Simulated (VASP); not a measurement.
Write the native input for VASP 6.6.1 that does the following.

| Quantity | Value |
| --- | --- |
| Task | single point |
| Functional | PBEsol |
| Potentials or basis | VASP PAW PBE potentials, release 64 (Mg, S) |
| Cutoff | 520 eV |
| k mesh | 8 × 8 × 8 |
| Occupations | gaussian, width 0.05 eV |
| Spin | no spin polarisation |
| Dipole correction | no |
| Further INCAR settings | ALGO = Normal; EDIFF = 1e-06; NBANDS = 11 |

The structure of MgS lies in POSCAR:

```
MgS
1.0
    0.0000000000      2.6016500000      2.6016500000
    2.6016500000      0.0000000000      2.6016500000
    2.6016500000      2.6016500000      0.0000000000
Mg S
1 1
Direct
    0.0000000000      0.0000000000     -0.0135895832
    0.5000000000      0.5000000000      0.5000000000
```

This cell differs from its parent crystal: all Mg atoms moved -0.050 Å, as atom 1 along Cartesian [1 1 0].

The input as run:

INCAR

```
SYSTEM = MgS
  ALGO = Normal
  EDIFF = 1E-6
  ENCUT = 520
  GGA = PS
  ISIF = 2
  ISMEAR = 0
  LASPH = .TRUE.
  LCHARG = .FALSE.
  LREAL = .FALSE.
  LWAVE = .FALSE.
  NBANDS = 11
  NELM = 100
  PREC = Accurate
  SIGMA = 0.05
```

KPOINTS

```
k-points
0
G
  8 8 8
  0 0 0
```

Potentials or basis: VASP PAW PBE potentials, release 64 (Mg, S).

Command:

```console
$ cat potpaw_PBE.64/Mg/POTCAR potpaw_PBE.64/S/POTCAR > POTCAR
$ mpirun -np 1 vasp_std > vasp.out
```

Results of the run:

The pressure is -1.1 GPa. The largest force is 0.140 eV/Å. The band gap on the k mesh is 2.70 eV (least direct gap 3.59 eV).

Caveat: the cell differs from its parent crystal (all Mg atoms moved -0.050 Å, as atom 1 along Cartesian [1 1 0]); the PAW data sets were made with another functional, which shifts forces and pressure a little.

Run time: 48 s on 1 thread of Intel Xeon 8259CL (shared host), peak memory 0.18 GiB.
